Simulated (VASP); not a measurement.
Write the native input for VASP 6.6.1 that does the following.

```
Task                   : single point
Functional             : PBE
Potentials or basis    : VASP PAW PBE potentials, release 64 (V_sv)
Cutoff                 : 520 eV
k mesh                 : 15 × 15 × 15
Occupations            : fermi-dirac, width 0.01 eV
Spin                   : no spin polarisation
Dipole correction      : no
Further INCAR settings : ALGO = Normal; EDIFF = 1e-07; NBANDS = 12
```

The structure of V lies in POSCAR:

```
V
1.0
   -1.4991761207      1.4991761207      1.4991761207
    1.4991761207     -1.4991761207      1.4991761207
    1.4991761207      1.4991761207     -1.4991761207
V
1
Direct
    0.0000000000      0.0000000000      0.0000000000
```

These files were run (other wordings do the same):

INCAR

```
SYSTEM = V
ALGO = Normal
EDIFF = 1E-7
ENCUT = 520
GGA = PE
ISIF = 2
ISMEAR = -1
LASPH = .True.
LCHARG = .False.
LREAL = .False.
LWAVE = .False.
NBANDS = 12
NELM = 80
PREC = Accurate
SIGMA = 0.01
```

KPOINTS

```
k-points
0
Gamma
  15 15 15
  0 0 0
```

Potentials or basis: VASP PAW PBE potentials, release 64 (V_sv).

The run is started by

```bash
$ cat potpaw_PBE.64/V_sv/POTCAR > POTCAR
$ mpirun -np 1 vasp_std > vasp.out
```

It gave:

* Pressure: -0.4 GPa

Run time: 22 s on 1 thread of AMD EPYC 7R43 64-Core Processor (Zen 3), on a shared host, peak memory 0.09 GiB.
